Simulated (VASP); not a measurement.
# InSb in VASP: notebook, part 3 of 3

VASP 6.6.1.

## Step 5: Single point, PBEsol (normal strain along x -0.0400, normal strain along z -0.0200)

INCAR

```
  PREC = Accurate
  ENCUT = 500
  EDIFF = 1E-6
  ISMEAR = 0
  SIGMA = 0.15
  LREAL = False
  LASPH = True
  NELM = 120
  ALGO = Normal
  ISIF = 2
  LWAVE = False
  LCHARG = False
  GGA = PS
  NBANDS = 16
  GGA_COMPAT = False
```

KPOINTS

```
regular mesh
0
Gamma
  14 14 8
```

POSCAR

```
InSb
1.0
    2.9147411475      0.0000000000      0.0000000000
    0.0000000000      3.0361886953      0.0000000000
    0.0000000000      0.0000000000      5.9744287867
In Sb
1 1
Direct
    0.0000000000      0.0000000000      0.0000000000
    0.0000000000      0.0000000000      0.5000000000
```

Potentials or basis: VASP PAW PBE potentials, release 64 (In_d, Sb).

Command:

```bash
$ cat potpaw_PBE.64/In_d/POTCAR potpaw_PBE.64/Sb/POTCAR > POTCAR
$ mpirun -np 1 vasp_std > vasp.out
```

OUTCAR:

```text
PREC = Accurate
   ENCUT = 500
   EDIFF = 1E-6
   ISMEAR = 0
   LREAL = False
   LASPH = True
   NELM = 120
   ISIF = 2
   GGA = PS

 ion  position               nearest neighbor table
   1  0.000  0.000  0.000-   2 2.99   2 2.99
   2  0.000  0.000  0.500-   1 2.99   1 2.99

  LATTYP: Found a simple orthorhombic cell.
 ALAT       =     2.9147411475
 B/A-ratio  =     1.0416666667
 C/A-ratio  =     2.0497287699

  Lattice vectors:

 A1 = (   2.9147411475,   0.0000000000,   0.0000000000)
 A2 = (   0.0000000000,   3.0361886953,   0.0000000000)
 A3 = (   0.0000000000,   0.0000000000,   5.9744287867)

Analysis of symmetry for initial positions (statically):
=====================================================================
 Subroutine PRICEL returns:
 Original cell was already a primitive cell.

 Routine SETGRP: Setting up the symmetry group for a
 simple orthorhombic supercell.

 Subroutine GETGRP returns: Found  8 space group operations
 (whereof  8 operations were pure point group operations)
[... 158 lines left out ...]
  ---------------------------------------------------
  ext. energy  EPLUGINS =         0.00000000
  ---------------------------------------------------
  free energy    TOTEN  =        -7.38269795 eV

  energy without entropy =       -7.37098588  energy(sigma->0) =       -7.37684191

 E-fermi :   7.7798     XC(G=0): -10.2767

 val. band max:        7.7747171891   @ k =   0.3571   0.4286   0.5000
 cond. band min:       7.7807224210   @ k =   0.2143   0.2143   0.2500
 fundamental gap:      0.0060052319
 Fermi energy:         7.7797959999

 k-point     1 :       0.0000    0.0000    0.0000
  band No.  band energies     occupation
      1      -7.3012      2.00000
      2      -7.0478      2.00000
      3      -6.5786      2.00000
      4      -6.5235      2.00000
      5      -6.4207      2.00000
      6      -4.5203      2.00000
[... 433 lines left out ...]
      3      -6.7744      2.00000
      4      -6.5921      2.00000
      5      -6.4506      2.00000
      6      -0.7733      2.00000
[... 8 lines left out ...]
     15      17.7364      0.00000
     16      19.2225      0.00000

 [... further k-points ...]
[... 5 lines left out ...]
  --------------------------------------------------------------------------------------
  -------------------------------------------------------------------------------------
  Total        1.7819004      0.7855540      1.1817584     -0.0000000      0.0000000      0.0000000
  in kB       53.9969043     23.8046338     35.8108107     -0.0000000      0.0000000      0.0000000
  external PRESSURE =      37.8707829 kB  Pullay stress =       0.0000000 kB

 VOLUME and BASIS-vectors are now :
 -----------------------------------------------------------------------------
  energy-cutoff  :      500.00
  volume of cell :       52.87
      direct lattice vectors                 reciprocal lattice vectors
     2.914741148  0.000000000  0.000000000     0.343083639  0.000000000  0.000000000
     0.000000000  3.036188695  0.000000000     0.000000000  0.329360294  0.000000000
     0.000000000  0.000000000  5.974428787     0.000000000  0.000000000  0.167380018

 POSITION                                       TOTAL-FORCE (eV/Angst)
 -----------------------------------------------------------------------------------
      0.00000      0.00000      0.00000         0.000000      0.000000      0.000000
      0.00000      0.00000      2.98721         0.000000      0.000000      0.000000
 -----------------------------------------------------------------------------------
    total drift:                                0.000000     -0.000000     -0.000000

  FREE ENERGIE OF THE ION-ELECTRON SYSTEM (eV)
  ---------------------------------------------------
  free  energy   TOTEN  =        -7.3826979500 eV

  energy  without entropy=       -7.3709858788  energy(sigma->0) =       -7.37684191
```

Run time: 4.5 min. Hardware: 1 thread of Intel Xeon 8259CL, shared host; peak memory 0.39 GiB.

Results:

```
Free energy            : -7.3827 eV
Pressure               : 3.8 GPa
Band gap on the k mesh : zero (bands 9 and 10 overlap by 6.03 eV)
```

Levels at points of the mesh, in eV from the Fermi level:
```tsv
k point	band 5	band 6	band 7	band 8	band 9	band 10	band 11	band 12	band 13	band 14
(0.00, 0.00, 0.00)	-14.20	-12.30	-7.17	-5.21	3.92	5.24	5.62	7.81	8.87	8.88
(0.50, 0.00, 0.00)	-14.26	-8.87	-5.72	-2.83	-2.38	-1.85	2.83	6.72	8.89	11.08
(0.00, 0.50, 0.00)	-14.28	-9.50	-5.63	-3.48	-2.82	-1.87	2.66	7.57	8.36	11.28
(0.50, 0.50, 0.00)	-13.96	-5.83	-3.54	-2.94	-0.10	0.78	1.25	1.40	2.49	5.79
(0.00, 0.00, 0.50)	-14.20	-12.15	-8.77	-0.92	0.09	4.16	5.48	7.88	7.91	9.31
(0.50, 0.00, 0.50)	-14.24	-8.83	-5.41	-4.77	-2.78	2.35	3.55	5.83	6.75	6.94
(0.00, 0.50, 0.50)	-14.28	-9.46	-5.35	-5.29	-2.86	1.83	3.03	5.75	6.62	7.79
(0.50, 0.50, 0.50)	-13.96	-5.85	-3.30	-2.67	-1.44	-0.03	0.38	2.77	4.60	5.72
```

Caveat: the cell differs from its parent crystal (normal strain along x -0.0400, normal strain along z -0.0200); the cell stands under pressure; the PAW data sets were made with another functional, which shifts forces and pressure a little; spin-orbit coupling is left out, which moves the levels of the heavy elements.

## Step 6: Single point, PBEsol (normal strain along x -0.0200, normal strain along z -0.0400)

INCAR

```
  ALGO = Normal
  EDIFF = 1E-6
  ENCUT = 500
  GGA = PS
  GGA_COMPAT = F
  ISIF = 2
  ISMEAR = 0
  LASPH = T
  LCHARG = F
  LREAL = F
  LWAVE = F
  NBANDS = 16
  NELM = 120
  PREC = Accurate
  SIGMA = 0.15
```

KPOINTS

```
k-points
0
Gamma
  14 14 8
```

POSCAR

```
InSb
1.0
    2.9754649214      0.0000000000      0.0000000000
    0.0000000000      3.0361886953      0.0000000000
    0.0000000000      0.0000000000      5.8525016686
In Sb
1 1
Direct
    0.0000000000      0.0000000000      0.0000000000
    0.0000000000      0.0000000000      0.5000000000
```

Potentials or basis: VASP PAW PBE potentials, release 64 (In_d, Sb).

Command:

```bash
$ cat potpaw_PBE.64/In_d/POTCAR potpaw_PBE.64/Sb/POTCAR > POTCAR
$ mpirun -np 1 vasp_std > vasp.out
```

Wall time 4.2 min (1 thread of Intel Xeon 8259CL, shared host); peak memory 0.38 GiB.

Results (log left out):

| Item | Value |
| --- | --- |
| Free energy | -7.3792 eV |
| Pressure | 3.7 GPa |
| Band gap on the k mesh | zero (bands 9 and 10 overlap by 5.87 eV) |

Stress tensor (GPa, compression positive):
```
3.27 0.00 0.00
0.00 1.68 0.00
0.00 0.00 6.01
```

Levels at points of the mesh, in eV from the Fermi level:
```tsv
k point	band 7	band 8	band 9	band 10	band 11	band 12
(0.00, 0.00, 0.00)	-6.90	-5.17	4.03	4.66	6.32	7.82
(0.50, 0.00, 0.00)	-5.59	-2.90	-2.59	-1.64	2.87	6.56
(0.00, 0.50, 0.00)	-5.55	-3.21	-2.81	-1.65	2.79	6.97
(0.50, 0.50, 0.00)	-3.37	-3.08	-0.34	0.99	1.22	1.32
(0.00, 0.00, 0.50)	-8.73	-0.48	0.45	4.32	4.95	7.89
(0.50, 0.00, 0.50)	-5.21	-5.06	-2.75	2.55	3.65	6.14
(0.00, 0.50, 0.50)	-5.34	-5.15	-2.79	2.30	3.40	6.11
(0.50, 0.50, 0.50)	-3.06	-2.76	-1.75	0.02	0.22	2.81
```

Caveat: the cell differs from its parent crystal (normal strain along x -0.0200, normal strain along z -0.0400); the cell stands under pressure; the PAW data sets were made with another functional, which shifts forces and pressure a little; spin-orbit coupling is left out, which moves the levels of the heavy elements.

## Step 7: The runs side by side

```tsv
cell	gap on the mesh (eV)	pressure (GPa)
a = 3.036, b = 3.036, c = 6.218 Å, 2 atoms	none	-0.8
a = 3.036, b = 3.036, c = 6.340 Å, 2 atoms	none	-1.6
a = 2.915, b = 3.036, c = 5.853 Å, 2 atoms	none	5.2
a = 2.915, b = 3.036, c = 5.974 Å, 2 atoms	none	3.8
a = 2.975, b = 3.036, c = 5.853 Å, 2 atoms	none	3.7
```

Alike in all rows: task single point; level PBEsol; potentials or basis VASP PAW PBE potentials, release 64 (In_d, Sb); no spin polarisation; k mesh 14 × 14 × 8; cutoff (eV) 500; smearing gaussian 0.15 eV.

Caveats: the PAW data sets were made with another functional, which shifts forces and pressure a little; spin-orbit coupling is left out, which moves the levels of the heavy elements; the cell stands under pressure (at least some runs).

Total energies depend on the potentials used, so only differences within one code and one set of settings carry meaning.
